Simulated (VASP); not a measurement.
# Na5CoOsO2 (P4/mmm) in VASP: single point with r2SCAN

Aim: the single point of Na5CoOsO2 with r2SCAN.

All numbers are computed with VASP 6.6.1; they aren't measurements. Logs are shortened: lines on timing, memory, paths and dates and some standing lists are left out, and cuts for length are marked.

## 1. The cell of the first run

Symmetry: P4/mmm, No. 123, tetragonal system. The conventional cell has a = 4.472 Å, b = 4.472 Å, c = 7.836 Å, α = 90.00°, β = 90.00°, γ = 90.00°. Na (site symmetry 4/mmm) has 2 O at 2.20 Å and 8 Na at 2.94 Å within 3.0 Å. Na (site symmetry 2mm) has 2 O at 2.25 Å and 6 Na at 2.94 to 3.16 Å and 2 Os at 2.94 Å and 2 Co at 3.00 Å within 3.2 Å. Within 3.9 Å of Os (site symmetry 4/mmm) lie 12 Na at 2.94 to 3.16 Å and 8 O at 3.85 Å. Co (site symmetry 4/mmm) has 2 O at 1.71 Å within 2.3 Å. O (site symmetry 4mm) has 1 Co at 1.71 Å and 5 Na at 2.20 to 2.25 Å within 2.3 Å.

## 2. Single point, r2SCAN

File POSCAR:

```
Na5CoOsO2
1.0
    4.4723070000      0.0000000000      0.0000000000
    0.0000000000      4.4723070000      0.0000000000
    0.0000000000      0.0000000000      7.8358020000
Na Os Co O
5 1 1 2
Direct
    0.0000000000      0.0000000000      0.5000000000
    0.0000000000      0.5000000000      0.2558000000
    0.5000000000      0.0000000000      0.2558000000
    0.0000000000      0.5000000000      0.7442000000
    0.5000000000      0.0000000000      0.7442000000
    0.5000000000      0.5000000000      0.5000000000
    0.0000000000      0.0000000000      0.0000000000
    0.0000000000      0.0000000000      0.2187000000
    0.0000000000      0.0000000000      0.7813000000
```

File INCAR.step1:

```
PREC = Accurate
ENCUT = 520
ISMEAR = 1
SIGMA = 0.0972
LREAL = False
LASPH = True
NELM = 60
NBANDS = 42
GGA = PE
ALGO = Normal
EDIFF = 1E-4
LWAVE = True
LCHARG = False
```

File INCAR.step2:

```
PREC = Accurate
ENCUT = 520
EDIFF = 1E-7
ISMEAR = 1
SIGMA = 0.0972
LREAL = False
LASPH = True
NELM = 60
ALGO = Normal
ISIF = 2
LWAVE = False
LCHARG = False
METAGGA = R2SCAN
LMIXTAU = True
NBANDS = 42
ISTART = 1
```

File KPOINTS:

```
regular mesh
0
Gamma
  6 6 4
```

Potentials or basis: VASP PAW PBE potentials, release 64 (Na_pv, Os, Co, O).

Started as:

```
$ cat potpaw_PBE.64/Na_pv/POTCAR potpaw_PBE.64/Os/POTCAR potpaw_PBE.64/Co/POTCAR potpaw_PBE.64/O/POTCAR > POTCAR
$ cp INCAR.step1 INCAR
$ mpirun -np 1 vasp_std > vasp.out
$ cp INCAR.step2 INCAR
$ mpirun -np 1 vasp_std > vasp.out
```

OUTCAR:

```text
PREC = Accurate
   ENCUT = 520
   EDIFF = 1E-7
   ISMEAR = 1
   LREAL = False
   LASPH = True
   NELM = 60
   ISIF = 2
   METAGGA = R2SCAN
   ISTART = 1

 ion  position               nearest neighbor table
   1  0.000  0.000  0.500-   8 2.20   9 2.20
   2  0.000  0.500  0.256-   8 2.25   8 2.25   6 2.94   6 2.94
   3  0.500  0.000  0.256-   8 2.25   8 2.25   6 2.94   6 2.94
   4  0.000  0.500  0.744-   9 2.25   9 2.25   6 2.94   6 2.94
   5  0.500  0.000  0.744-   9 2.25   9 2.25   6 2.94   6 2.94
   6  0.500  0.500  0.500-   2 2.94   3 2.94   4 2.94   5 2.94   3 2.94   5 2.94   2 2.94   4 2.94

   7  0.000  0.000  0.000-   8 1.71   9 1.71
   8  0.000  0.000  0.219-   7 1.71   1 2.20   3 2.25   2 2.25   2 2.25   3 2.25
   9  0.000  0.000  0.781-   7 1.71   1 2.20   5 2.25   4 2.25   4 2.25   5 2.25

  LATTYP: Found a simple tetragonal cell.
 ALAT       =     4.4723070000
 C/A-ratio  =     1.7520715818

  Lattice vectors:

 A1 = (   4.4723070000,   0.0000000000,   0.0000000000)
 A2 = (   0.0000000000,   4.4723070000,   0.0000000000)
 A3 = (   0.0000000000,   0.0000000000,   7.8358020000)

Analysis of symmetry for initial positions (statically):
=====================================================================
 Subroutine PRICEL returns:
 Original cell was already a primitive cell.

 Routine SETGRP: Setting up the symmetry group for a
 simple tetragonal supercell.

 Subroutine GETGRP returns: Found 16 space group operations
 (whereof 16 operations were pure point group operations)
 out of a pool of 16 trial point group operations.

The static configuration has the point symmetry D_4h.

Analysis of symmetry for dynamics (positions and initial velocities):
=====================================================================
 Subroutine PRICEL returns:
 Original cell was already a primitive cell.

 Routine SETGRP: Setting up the symmetry group for a
 simple tetragonal supercell.

 Subroutine GETGRP returns: Found 16 space group operations
 (whereof 16 operations were pure point group operations)
 out of a pool of 16 trial point group operations.

The dynamic configuration has the point symmetry D_4h.

 Subroutine INISYM returns: Found 16 space group operations
 (whereof 16 operations are pure point group operations),
 and found     1 'primitive' translations

----------------------------------------------------------------------------------------

                                     Primitive cell

  volume of cell :     156.7280

  direct lattice vectors                    reciprocal lattice vectors
     4.472307000  0.000000000  0.000000000     0.223598246  0.000000000  0.000000000
     0.000000000  4.472307000  0.000000000     0.000000000  0.223598246  0.000000000
     0.000000000  0.000000000  7.835802000     0.000000000  0.000000000  0.127619355

  length of vectors
     4.472307000  4.472307000  7.835802000     0.223598246  0.223598246  0.127619355

  position of ions in fractional coordinates (direct lattice)
     0.000000000  0.000000000  0.500000000
     0.000000000  0.500000000  0.255800000
     0.500000000  0.000000000  0.255800000
     0.000000000  0.500000000  0.744200000
     0.500000000  0.000000000  0.744200000
     0.500000000  0.500000000  0.500000000
     0.000000000  0.000000000  0.000000000
     0.000000000  0.000000000  0.218700000
     0.000000000  0.000000000  0.781300000

  ion indices of the primitive-cell ions
   primitive index   ion index
                 1           1
                 2           2
                 3           3
                 4           4
                 5           5
                 6           6
                 7           7
                 8           8
                 9           9

----------------------------------------------------------------------------------------

 KPOINTS: regular mesh

Automatic generation of k-mesh.
 Grid dimensions read from file:
 generate k-points for:    6    6    4

 Generating k-lattice:

  Cartesian coordinates                     Fractional coordinates (reciprocal lattice)
     0.037266374  0.000000000  0.000000000     0.166666667  0.000000000  0.000000000
     0.000000000  0.037266374  0.000000000     0.000000000  0.166666667  0.000000000
     0.000000000  0.000000000  0.031904839     0.000000000  0.000000000  0.250000000

  Length of vectors
     0.037266374  0.037266374  0.031904839

  Shift w.r.t. Gamma in fractional coordinates (k-lattice)
     0.000000000  0.000000000  0.000000000

 Subroutine IBZKPT returns following result:
 ===========================================

 Found     30 irreducible k-points:

 Following reciprocal coordinates:
            Coordinates               Weight
  0.000000  0.000000  0.000000      1.000000
  0.166667  0.000000  0.000000      4.000000
  0.333333  0.000000  0.000000      4.000000
  0.500000  0.000000  0.000000      2.000000
  0.166667  0.166667  0.000000      4.000000
  0.333333  0.166667  0.000000      8.000000
[... 16 lines left out ...]
  0.333333  0.000000  0.500000      4.000000
  0.500000  0.000000  0.500000      2.000000
 [... further k-points ...]
   k-points           NKPTS =     30   k-points in BZ     NKDIM =     30   number of bands    NBANDS=     42
   number of dos      NEDOS =    301   number of ions     NIONS =      9
   total plane-waves  NPLWV =  77760
   dimension x,y,z NGX =    36 NGY =   36 NGZ =   60
   dimension x,y,z NGXF=    72 NGYF=   72 NGZF=  120
   ions per type =               5   1   1   2
   NGX,Y,Z   is equivalent  to a cutoff of  13.38, 13.38, 12.73 a.u.
   NGXF,Y,Z  is equivalent  to a cutoff of  26.76, 26.76, 25.46 a.u.
 SYSTEM =  unknown system
   PREC   = accura    normal or accurate (medium, high low for compatibility)
   ISTART =      1    job   : 0-new  1-cont  2-samecut
   ICHARG =      0    charge: 1-file 2-atom 10-const
   ISPIN  =      1    spin polarized calculation?
   LNONCOLLINEAR =      F non collinear calculations
   LSORBIT =      F    spin-orbit coupling
   LASPH  =      T    aspherical Exc in radial PAW
   ENCUT  =  520.0 eV  38.22 Ry    6.18 a.u.   8.32  8.32 14.57*2*pi/ulx,y,z
   NELM   =     60;   NELMIN=  2; NELMDL=  0     # of ELM steps
   EDIFF  = 0.1E-06   stopping-criterion for ELM
   LREAL  =      F    real-space projection
   EDIFFG = 0.1E-05   stopping-criterion for IOM
   NSW    =      0    number of steps for IOM
   IBRION =     -1    ionic relax: 0-MD 1-quasi-New 2-CG
   NFREE  =      0    steps in history (QN), initial steepest desc. (CG)
   ISIF   =      2    stress and relaxation
   ISYM   =      2    0-nonsym 1-usesym 2-fastsym
   POTIM  = 0.5000    time-step for ionic-motion
   TEBEG  =    0.0;   TEEND  =   0.0 temperature during run
   PSTRESS=    0.0 pullay stress
   NELECT =      64.0000    total number of electrons
   NUPDOWN=      -1.0000    fix difference up-down
   EMIN   =  10.00;   EMAX   =-10.00  energy-range for DOS
   EFERMI =   0.00;   METHOD = LEGACY
   ISMEAR =     1;   SIGMA  =   0.10  broadening in eV -4-tet -1-fermi 0-gaus
   EFERMI_NEDOS =   21; number of points for ismear=-14 and -15
   IALGO  =     38    algorithm
   IMIX   =      4    mixing-type and parameters
     AMIX     =   0.40;   BMIX     =  1.00
     AMIX_MAG =   1.60;   BMIX_MAG =  1.00
  volume/ion in A,a.u.               =      17.41       117.52
  Fermi-wavevector in a.u.,A,eV,Ry     =   1.214561  2.295187 20.070743  1.475158
  Thomas-Fermi vector in A             =   2.349977
   LORBIT       =      0    0 simple, 1 ext, 2 COOP (PROOUT), +10 PAW based schemes
   METAGGA = R2SCAN    functional components
   LHFCALC =     F    Hartree Fock is set to
   AEXX    =    0.0000 exact exchange contribution
   IVDW    =     0    specifies the selected vdW correction
   LEPSILON=     F    determine dielectric tensor
   LRPA    =     F    only Hartree local field effects (RPA)
 non-spin polarized calculation
 Methfessel and Paxton  Order N= 1 SIGMA  =   0.10
  energy-cutoff  :      520.00
  volume of cell :      156.73
 maximum number of plane-waves:      4262
 NGX is ok and might be reduce to    36
   NGX = 17   NGY = 17   NGZ = 29

 number of electron      63.9999963 magnetization

 Free energy of the ion-electron system (eV)
  ---------------------------------------------------
  ext. energy  EPLUGINS =         0.00000000
  ---------------------------------------------------
  free energy    TOTEN  =       -96.08159504 eV

  energy without entropy =      -96.08561309  energy(sigma->0) =      -96.08293439

 E-fermi :   2.0959     XC(G=0):  -9.5258

 val. band max:        2.0949161277   @ k =   0.1667   0.0000   0.5000
 cond. band min:       2.0960663699   @ k =   0.5000   0.1667   0.5000
 fundamental gap:      0.0011502422
 Fermi energy:         2.0959166277

 k-point     1 :       0.0000    0.0000    0.0000
  band No.  band energies     occupation
      1     -22.2933      2.00000
      2     -22.2933      2.00000
      3     -22.2803      2.00000
      4     -22.2803      2.00000
      5     -22.2716      2.00000
      6     -22.2698      2.00000
[... 34 lines left out ...]
     41       9.4776      0.00000
     42       9.9087      0.00000

 k-point     2 :       0.1667    0.0000    0.0000
  band No.  band energies     occupation
      1     -22.2970      2.00000
      2     -22.2883      2.00000
      3     -22.2870      2.00000
      4     -22.2752      2.00000
      5     -22.2685      2.00000
      6     -22.2648      2.00000
[... 34 lines left out ...]
     41       9.9136      0.00000
     42      10.1115      0.00000

 k-point     3 :       0.3333    0.0000    0.0000
  band No.  band energies     occupation
      1     -22.3120      2.00000
      2     -22.2964      2.00000
      3     -22.2704      2.00000
      4     -22.2654      2.00000
      5     -22.2628      2.00000
      6     -22.2569      2.00000
[... 897 lines left out ...]
      4     -22.2632      2.00000
      5     -22.2625      2.00000
      6     -22.2605      2.00000
[... 34 lines left out ...]
     41       8.9679      0.00000
     42      10.6021      0.00000

 k-point    24 :       0.5000    0.0000    0.5000
  band No.  band energies     occupation
      1     -22.3357      2.00000
      2     -22.2816      2.00000
      3     -22.2635      2.00000
      4     -22.2575      2.00000
      5     -22.2572      2.00000
      6     -22.2550      2.00000
[... 34 lines left out ...]
     41       9.5778      0.00000
     42       9.7395      0.00000

 [... further k-points ...]

------------------------ aborting loop because EDIFF is reached ----------------------------------------

  FORCE on cell =-STRESS in cart. coord.  units (eV):
  Direction    XX          YY          ZZ          XY          YZ          ZX
  --------------------------------------------------------------------------------------
  -------------------------------------------------------------------------------------
  Total        3.9895884      3.9895884      4.0700404      0.0000000     -0.0000000      0.0000000
  in kB       40.7842055     40.7842055     41.6066391      0.0000000     -0.0000000      0.0000000
  external PRESSURE =      41.0583500 kB  Pullay stress =       0.0000000 kB

 VOLUME and BASIS-vectors are now :
 -----------------------------------------------------------------------------
  energy-cutoff  :      520.00
  volume of cell :      156.73
      direct lattice vectors                 reciprocal lattice vectors
     4.472307000  0.000000000  0.000000000     0.223598246  0.000000000  0.000000000
     0.000000000  4.472307000  0.000000000     0.000000000  0.223598246  0.000000000
     0.000000000  0.000000000  7.835802000     0.000000000  0.000000000  0.127619355

 POSITION                                       TOTAL-FORCE (eV/Angst)
 -----------------------------------------------------------------------------------
      0.00000      0.00000      3.91790         0.000000      0.000000      0.000000
      0.00000      2.23615      2.00440         0.000000      0.000000     -0.454639
      2.23615      0.00000      2.00440         0.000000     -0.000000     -0.454639
      0.00000      2.23615      5.83140        -0.000000      0.000000      0.454639
      2.23615      0.00000      5.83140         0.000000      0.000000      0.454639
      2.23615      2.23615      3.91790         0.000000      0.000000      0.000000
      0.00000      0.00000      0.00000         0.000000      0.000000      0.000000
      0.00000      0.00000      1.71369         0.000000     -0.000000     -0.782038
      0.00000      0.00000      6.12211        -0.000000     -0.000000      0.782038
 -----------------------------------------------------------------------------------
    total drift:                                0.000000     -0.000000     -0.000000

  FREE ENERGIE OF THE ION-ELECTRON SYSTEM (eV)
  ---------------------------------------------------
  free  energy   TOTEN  =       -96.0815950447 eV

  energy  without entropy=      -96.0856130863  energy(sigma->0) =      -96.08293439
```

It took 8.5 min on 1 thread of Intel Xeon 6975P-C (Granite Rapids), shared host; peak memory 0.42 GiB.

What came out:

* Free energy: -96.0816 eV
* Pressure: 4.1 GPa
* Largest force: 0.782 eV/Å
* Band gap on the k mesh: zero (bands 32 and 33 overlap by 0.29 eV)

Forces in eV/Å, atoms in the order of the input:
```
Na   0.000  0.000  0.000
Na   0.000  0.000 -0.455
Na   0.000  0.000 -0.455
Na   0.000  0.000  0.455
Na   0.000  0.000  0.455
Os   0.000  0.000  0.000
Co   0.000  0.000  0.000
O    0.000  0.000 -0.782
O    0.000  0.000  0.782
```

Levels at points of the mesh, in eV from the Fermi level:
```
           k point  band 29  band 30  band 31  band 32  band 33  band 34  band 35  band 36
(0.00, 0.00, 0.00)    -0.37    -0.26    -0.26    -0.09     0.24     0.24     1.27     3.14
(0.50, 0.00, 0.00)    -0.33    -0.27    -0.15    -0.05     0.00     0.33     0.53     1.84
(0.50, 0.50, 0.00)    -0.52    -0.52     0.20     0.20     0.22     0.44     1.54     1.54
(0.00, 0.00, 0.50)    -0.49    -0.09    -0.03    -0.03    -0.03    -0.03     1.14     4.59
(0.50, 0.00, 0.50)    -0.43    -0.35    -0.05     0.08     0.18     0.35     0.75     1.20
(0.50, 0.50, 0.50)    -0.23    -0.23    -0.22    -0.22     0.23     0.44     1.69     1.69
```

Caveat: the cell stands under pressure; the PAW data sets were made with another functional, which shifts forces and pressure a little; spin-orbit coupling is left out, which moves the levels of the heavy elements; the run has no spin polarisation, though such a crystal can be magnetic.
